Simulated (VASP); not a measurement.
# Y (P6_3/mmc) in VASP: further runs

The runs below take Y through single point, with r2SCAN.

All numbers are computed with VASP 6.6.1; they aren't measurements. Logs are shortened: lines on timing, memory, paths and dates and some standing lists are left out, and cuts for length are marked.

## 1. The cell of the first run

It takes space group P6_3/mmc (No. 194, hexagonal). The conventional cell has a = 3.780 Å, b = 3.780 Å, c = 12.077 Å, α = 90.00°, β = 90.00°, γ = 120.00°. Within 4.9 Å of Y (site symmetry -3m) lie 12 Y at 3.73 to 3.78 Å. Y (site symmetry -6m2) has 12 Y at 3.73 to 3.78 Å within 4.9 Å.

## 2. Single point, r2SCAN (37.37 Å³/atom)

Input file POSCAR:

```
Y
1.0
    3.7803223717      0.0000000000      0.0000000000
   -1.8901611859      3.2738552084      0.0000000000
    0.0000000000      0.0000000000     12.0771638200
Y
4
Direct
    0.0000000000      0.0000000000      1.0000000000
    0.0000000000      1.0000000000      0.5000000000
    0.3333333333      0.6666666667      0.2500000000
    0.6666666667      0.3333333333      0.7500000000
```

Input file INCAR.step1:

```
SYSTEM = Y
PREC = Accurate ; ENCUT = 520
ISMEAR = -1 ; SIGMA = 0.1
LREAL = .False. ; LASPH = .True.
NELM = 60 ; NBANDS = 30
GGA = PE ; ALGO = Normal
EDIFF = 1E-4 ; LWAVE = .True.
LCHARG = .False.
```

Input file INCAR.step2:

```
SYSTEM = Y
PREC = Accurate ; ENCUT = 520
EDIFF = 1E-6 ; ISMEAR = -1
SIGMA = 0.1 ; LREAL = .False.
LASPH = .True. ; NELM = 60
ALGO = Normal ; ISIF = 2
LWAVE = .False. ; LCHARG = .True.
METAGGA = R2SCAN ; LMIXTAU = .True.
LELF = .True. ; LVHAR = .True.
NBANDS = 30 ; ISTART = 1
```

Input file KPOINTS:

```
regular mesh
0
Gamma
  11 11 3
  0 0 0
```

Potentials or basis: VASP PAW PBE potentials, release 64 (Y_sv).

Started as:

```sh
$ cat potpaw_PBE.64/Y_sv/POTCAR > POTCAR
$ cp INCAR.step1 INCAR
$ mpirun -np 1 vasp_std > vasp.out
$ cp INCAR.step2 INCAR
$ mpirun -np 1 vasp_std > vasp.out
```

OUTCAR:

```text
SYSTEM = Y
   PREC = Accurate
   ENCUT = 520
   EDIFF = 1E-6
   ISMEAR = -1
   LREAL = .False.
   LASPH = .True.
   NELM = 60
   ISIF = 2
   METAGGA = R2SCAN
   ISTART = 1

 ion  position               nearest neighbor table
   1  0.000  0.000  0.000-   3 3.73   4 3.73   4 3.73   3 3.73   4 3.73   3 3.73
   2  0.000  0.000  0.500-   3 3.73   4 3.73   4 3.73   3 3.73   4 3.73   3 3.73
   3  0.333  0.667  0.250-   1 3.73   2 3.73   1 3.73   2 3.73   1 3.73   2 3.73
   4  0.667  0.333  0.750-   1 3.73   2 3.73   1 3.73   2 3.73   1 3.73   2 3.73

  LATTYP: Found a hexagonal cell.
 ALAT       =     3.7803223717
 C/A-ratio  =     3.1947444246

  Lattice vectors:

 A1 = (   3.7803223717,   0.0000000000,   0.0000000000)
 A2 = (  -1.8901611859,   3.2738552084,   0.0000000000)
 A3 = (   0.0000000000,   0.0000000000,  12.0771638200)

Analysis of symmetry for initial positions (statically):
=====================================================================
 Subroutine PRICEL returns:
 Original cell was already a primitive cell.

 Routine SETGRP: Setting up the symmetry group for a
 hexagonal supercell.

 Subroutine GETGRP returns: Found 24 space group operations
 (whereof 12 operations were pure point group operations)
 out of a pool of 24 trial point group operations.

The static configuration has the point symmetry D_3d.
 The point group associated with its full space group is D_6h.

Analysis of symmetry for dynamics (positions and initial velocities):
=====================================================================
 Subroutine PRICEL returns:
 Original cell was already a primitive cell.

 Routine SETGRP: Setting up the symmetry group for a
 hexagonal supercell.

 Subroutine GETGRP returns: Found 24 space group operations
 (whereof 12 operations were pure point group operations)
 out of a pool of 24 trial point group operations.

The dynamic configuration has the point symmetry D_3d.
 The point group associated with its full space group is D_6h.

 Subroutine INISYM returns: Found 24 space group operations
 (whereof 12 operations are pure point group operations),
 and found     1 'primitive' translations

----------------------------------------------------------------------------------------

                                     Primitive cell

[... 77 lines left out ...]
   number of dos      NEDOS =    301   number of ions     NIONS =      4
   total plane-waves  NPLWV =  70560
   dimension x,y,z NGX =    28 NGY =   28 NGZ =   90
   dimension x,y,z NGXF=    56 NGYF=   56 NGZF=  180
   ions per type =               4
   NGX,Y,Z   is equivalent  to a cutoff of  12.31, 12.31, 12.39 a.u.
   NGXF,Y,Z  is equivalent  to a cutoff of  24.63, 24.63, 24.78 a.u.
 SYSTEM =  Y
   PREC   = accura    normal or accurate (medium, high low for compatibility)
   ISTART =      1    job   : 0-new  1-cont  2-samecut
   ICHARG =      0    charge: 1-file 2-atom 10-const
   ISPIN  =      1    spin polarized calculation?
   LNONCOLLINEAR =      F non collinear calculations
   LSORBIT =      F    spin-orbit coupling
   LASPH  =      T    aspherical Exc in radial PAW
   ENCUT  =  520.0 eV  38.22 Ry    6.18 a.u.   7.03  7.03 22.46*2*pi/ulx,y,z
   NELM   =     60;   NELMIN=  2; NELMDL=  0     # of ELM steps
   EDIFF  = 0.1E-05   stopping-criterion for ELM
   LREAL  =      F    real-space projection
[... 7 lines left out ...]
   TEBEG  =    0.0;   TEEND  =   0.0 temperature during run
   PSTRESS=    0.0 pullay stress
   NELECT =      44.0000    total number of electrons
   NUPDOWN=      -1.0000    fix difference up-down
   EMIN   =  10.00;   EMAX   =-10.00  energy-range for DOS
   EFERMI =   0.00;   METHOD = LEGACY
   ISMEAR =    -1;   SIGMA  =   0.10  broadening in eV -4-tet -1-fermi 0-gaus
   EFERMI_NEDOS =   21; number of points for ismear=-14 and -15
   IALGO  =     38    algorithm
   IMIX   =      4    mixing-type and parameters
     AMIX     =   0.40;   BMIX     =  1.00
     AMIX_MAG =   1.60;   BMIX_MAG =  1.00
  volume/ion in A,a.u.               =      37.37       252.17
  Fermi-wavevector in a.u.,A,eV,Ry     =   1.089034  2.057975 16.136432  1.185994
  Thomas-Fermi vector in A             =   2.225228
   LORBIT       =      0    0 simple, 1 ext, 2 COOP (PROOUT), +10 PAW based schemes
   METAGGA = R2SCAN    functional components
   LHFCALC =     F    Hartree Fock is set to
   AEXX    =    0.0000 exact exchange contribution
   IVDW    =     0    specifies the selected vdW correction
   LEPSILON=     F    determine dielectric tensor
   LRPA    =     F    only Hartree local field effects (RPA)
 non-spin polarized calculation
  energy-cutoff  :      520.00
  volume of cell :      149.47
 maximum number of plane-waves:      4045
   NGX = 15   NGY = 15   NGZ = 45

 number of electron      44.0000000 magnetization

 Free energy of the ion-electron system (eV)
  ---------------------------------------------------
  ext. energy  EPLUGINS =         0.00000000
  ---------------------------------------------------
  free energy    TOTEN  =       -80.92279741 eV

  energy without entropy =      -80.66531045  energy(sigma->0) =      -80.79405393

 E-fermi :   2.4519     XC(G=0):  -9.5526

 val. band max:        2.4505550403   @ k =   0.0909   0.0909   0.0000
 cond. band min:       2.4524024198   @ k =   0.1818   0.0000   0.3333
 fundamental gap:      0.0018473795
 Fermi energy:         2.4518816071

 k-point     1 :       0.0000    0.0000    0.0000
  band No.  band energies     occupation
      1     -42.1006      2.00000
      2     -42.0838      2.00000
      3     -42.0745      2.00000
      4     -42.0575      2.00000
      5     -21.5884      2.00000
      6     -21.4078      2.00000
[... 781 lines left out ...]
     29       4.6767      0.00000
     30       4.8511      0.00000

 [... further k-points ...]
[... 5 lines left out ...]
  --------------------------------------------------------------------------------------
  -------------------------------------------------------------------------------------
  Total       -3.2958411     -3.2958411     -3.3124446      0.0000000      0.0000000      0.0000000
  in kB      -35.3283688    -35.3283688    -35.5063431      0.0000000      0.0000000      0.0000000
  external PRESSURE =     -35.3876936 kB  Pullay stress =       0.0000000 kB

 VOLUME and BASIS-vectors are now :
 -----------------------------------------------------------------------------
  energy-cutoff  :      520.00
  volume of cell :      149.47
      direct lattice vectors                 reciprocal lattice vectors
     3.780322372  0.000000000  0.000000000     0.264527705  0.152725142  0.000000000
    -1.890161186  3.273855208  0.000000000     0.000000000  0.305450283  0.000000000
     0.000000000  0.000000000 12.077163820     0.000000000  0.000000000  0.082800897

 POSITION                                       TOTAL-FORCE (eV/Angst)
 -----------------------------------------------------------------------------------
      0.00000      0.00000      0.00000        -0.000000     -0.000000      0.000000
      0.00000      0.00000      6.03858        -0.000000     -0.000000      0.000000
     -0.00000      2.18257      3.01929         0.000000      0.000000     -0.000000
      1.89016      1.09129      9.05787        -0.000000      0.000000      0.000000
 -----------------------------------------------------------------------------------
    total drift:                                0.000000     -0.000000      0.000000

  FREE ENERGIE OF THE ION-ELECTRON SYSTEM (eV)
  ---------------------------------------------------
  free  energy   TOTEN  =       -80.9227974064 eV

  energy  without entropy=      -80.6653104467  energy(sigma->0) =      -80.79405393
```

OSZICAR.step1:

```text
N       E                     dE             d eps       ncg     rms          rms(c)
DAV:   1     0.224061913506E+03    0.22406E+03   -0.21835E+04  1920   0.138E+03
DAV:   2    -0.371735632699E+01   -0.22778E+03   -0.22125E+03  2194   0.329E+02
DAV:   3    -0.249585996105E+02   -0.21241E+02   -0.20542E+02  3176   0.544E+01
DAV:   4    -0.264960575404E+02   -0.15375E+01   -0.15280E+01  2872   0.149E+01
DAV:   5    -0.265418094551E+02   -0.45752E-01   -0.45734E-01  2786   0.238E+00    0.426E+01
DAV:   6    -0.257180632901E+02    0.82375E+00   -0.10528E+00  1998   0.495E+00    0.263E+01
DAV:   7    -0.255481315973E+02    0.16993E+00   -0.19706E+00  2142   0.628E+00    0.225E+00
DAV:   8    -0.255264140441E+02    0.21718E-01   -0.37879E-01  2370   0.265E+00    0.158E+00
DAV:   9    -0.255247809333E+02    0.16331E-02   -0.99370E-03  2874   0.550E-01    0.705E-01
DAV:  10    -0.255242124026E+02    0.56853E-03   -0.39122E-03  2514   0.377E-01    0.708E-01
DAV:  11    -0.255241854678E+02    0.26935E-04   -0.89346E-04  2310   0.197E-01
   1 F= -.25524185E+02 E0= -.25390958E+02  d E =-.266455E+00
```

Wall time 6 min (1 thread of Intel Xeon Platinum 8488C (Sapphire Rapids), shared host); peak memory 0.34 GiB.

Results:

```yaml
Free_energy: -80.9228 eV
Pressure: -3.5 GPa
Band_gap_on_the_k_mesh: zero (bands 22 and 23 overlap by 1.13 eV)
```

Caveat: the cell stands under tension; the PAW data sets were made with another functional, which shifts forces and pressure a little.

## 3. Single point, r2SCAN

This run uses another cell than the first one, of 33.36 Å³/atom.

Input file POSCAR:

```
Y
1.0
    3.6401797456      0.0000000000      0.0000000000
   -1.8200898728      3.1524881340      0.0000000000
    0.0000000000      0.0000000000     11.6294439465
Y
4
Direct
    0.0000000000      0.0000000000      1.0000000000
    0.0000000000      1.0000000000      0.5000000000
    0.3333333333      0.6666666667      0.2500000000
    0.6666666667      0.3333333333      0.7500000000
```

Input file INCAR.step1:

```
SYSTEM = Y
PREC     = Accurate       ! precision mode
ENCUT    = 520            ! plane-wave cutoff, eV
ISMEAR   = -1             ! smearing method
SIGMA    = 0.1            ! smearing width, eV
LREAL    = .FALSE.        ! projectors in reciprocal space
LASPH    = .TRUE.         ! aspherical terms in the spheres
NELM     = 100            ! most SCF steps
NBANDS   = 30             ! bands
GGA      = PE             ! functional
ALGO     = Normal         ! electronic algorithm
EDIFF    = 1E-4           ! SCF threshold, eV
LWAVE    = .TRUE.         ! write WAVECAR
LCHARG   = .FALSE.        ! write CHGCAR
```

Input file INCAR.step2:

```
SYSTEM = Y
PREC     = Accurate       ! precision mode
ENCUT    = 520            ! plane-wave cutoff, eV
EDIFF    = 1E-6           ! SCF threshold, eV
ISMEAR   = -1             ! smearing method
SIGMA    = 0.1            ! smearing width, eV
LREAL    = .FALSE.        ! projectors in reciprocal space
LASPH    = .TRUE.         ! aspherical terms in the spheres
NELM     = 100            ! most SCF steps
ALGO     = Normal         ! electronic algorithm
ISIF     = 2              ! what is computed and relaxed
LWAVE    = .FALSE.        ! write WAVECAR
LCHARG   = .TRUE.         ! write CHGCAR
METAGGA  = R2SCAN         ! meta-GGA
LMIXTAU  = .TRUE.       
LELF     = .TRUE.         ! ELF
LVHAR    = .TRUE.       
NBANDS   = 30             ! bands
ISTART   = 1
```

Input file KPOINTS:

```
regular mesh
0
G
  13 13 4
  0 0 0
```

Potentials or basis: VASP PAW PBE potentials, release 64 (Y_sv).

Started as:

```sh
$ cat potpaw_PBE.64/Y_sv/POTCAR > POTCAR
$ cp INCAR.step1 INCAR
$ mpirun -np 1 vasp_std > vasp.out
$ cp INCAR.step2 INCAR
$ mpirun -np 1 vasp_std > vasp.out
```

OUTCAR:

```text
SYSTEM = Y
   PREC = Accurate
   ENCUT = 520
   EDIFF = 1E-6
   ISMEAR = -1
   LREAL = .FALSE.
   LASPH = .TRUE.
   NELM = 100
   ISIF = 2
   METAGGA = R2SCAN
   ISTART = 1

 ion  position               nearest neighbor table
   1  0.000  0.000  0.000-   3 3.59   4 3.59   3 3.59   4 3.59   4 3.59   3 3.59
   2  0.000  0.000  0.500-   3 3.59   4 3.59   3 3.59   4 3.59   4 3.59   3 3.59
   3  0.333  0.667  0.250-   1 3.59   2 3.59   1 3.59   2 3.59   1 3.59   2 3.59
   4  0.667  0.333  0.750-   1 3.59   2 3.59   1 3.59   2 3.59   1 3.59   2 3.59

  LATTYP: Found a hexagonal cell.
 ALAT       =     3.6401797456
[... 993 lines left out ...]
  --------------------------------------------------------------------------------------
  -------------------------------------------------------------------------------------
  Total        0.0590754      0.0590754      0.0760163      0.0000000     -0.0000000     -0.0000000
  in kB        0.7092214      0.7092214      0.9126030      0.0000000     -0.0000000     -0.0000000
  external PRESSURE =       0.7770152 kB  Pullay stress =       0.0000000 kB

 VOLUME and BASIS-vectors are now :
 -----------------------------------------------------------------------------
  energy-cutoff  :      520.00
  volume of cell :      133.46
      direct lattice vectors                 reciprocal lattice vectors
     3.640179746  0.000000000  0.000000000     0.274711709  0.158604879  0.000000000
    -1.820089873  3.152488134  0.000000000     0.000000000  0.317209759  0.000000000
     0.000000000  0.000000000 11.629443947     0.000000000  0.000000000  0.085988634

 POSITION                                       TOTAL-FORCE (eV/Angst)
 -----------------------------------------------------------------------------------
      0.00000      0.00000      0.00000        -0.000000      0.000000      0.000000
      0.00000      0.00000      5.81472        -0.000000      0.000000      0.000000
     -0.00000      2.10166      2.90736         0.000000      0.000000      0.000000
      1.82009      1.05083      8.72208        -0.000000      0.000000      0.000000
 -----------------------------------------------------------------------------------
    total drift:                                0.000000     -0.000000      0.000000

  FREE ENERGIE OF THE ION-ELECTRON SYSTEM (eV)
  ---------------------------------------------------
  free  energy   TOTEN  =       -81.1086386152 eV

  energy  without entropy=      -80.8856314354  energy(sigma->0) =      -80.99713503
```

OSZICAR.step1:

```text
N       E                     dE             d eps       ncg     rms          rms(c)
DAV:   1     0.223271689670E+03    0.22327E+03   -0.22078E+04  3780   0.140E+03
DAV:   2    -0.386812998515E+01   -0.22714E+03   -0.22049E+03  4306   0.331E+02
DAV:   3    -0.251207881906E+02   -0.21253E+02   -0.20540E+02  6240   0.548E+01
DAV:   4    -0.265571816275E+02   -0.14364E+01   -0.14295E+01  5470   0.142E+01
DAV:   5    -0.266040117691E+02   -0.46830E-01   -0.46818E-01  5440   0.242E+00    0.449E+01
DAV:   6    -0.259299179589E+02    0.67409E+00   -0.89435E-01  3964   0.477E+00    0.277E+01
DAV:   7    -0.258190000907E+02    0.11092E+00   -0.17084E+00  4352   0.609E+00    0.239E+00
DAV:   8    -0.257999158696E+02    0.19084E-01   -0.35124E-01  4634   0.260E+00    0.151E+00
DAV:   9    -0.257984307930E+02    0.14851E-02   -0.75515E-03  5386   0.484E-01    0.517E-01
DAV:  10    -0.257982453542E+02    0.18544E-03   -0.36150E-03  4760   0.397E-01    0.736E-01
DAV:  11    -0.257981985802E+02    0.46774E-04   -0.69582E-04  4396   0.167E-01
   1 F= -.25798199E+02 E0= -.25684972E+02  d E =-.226453E+00
```

Wall time 14 min (1 thread of Intel Xeon Platinum 8488C (Sapphire Rapids), shared host); peak memory 0.41 GiB.

Results:

```yaml
Free_energy: -81.1086 eV
Pressure: 0.1 GPa
Band_gap_on_the_k_mesh: zero (bands 22 and 23 overlap by 1.27 eV)
```

Caveat: the PAW data sets were made with another functional, which shifts forces and pressure a little.

The gap in the log of VASP goes by the Fermi energy; the results here count the filled bands.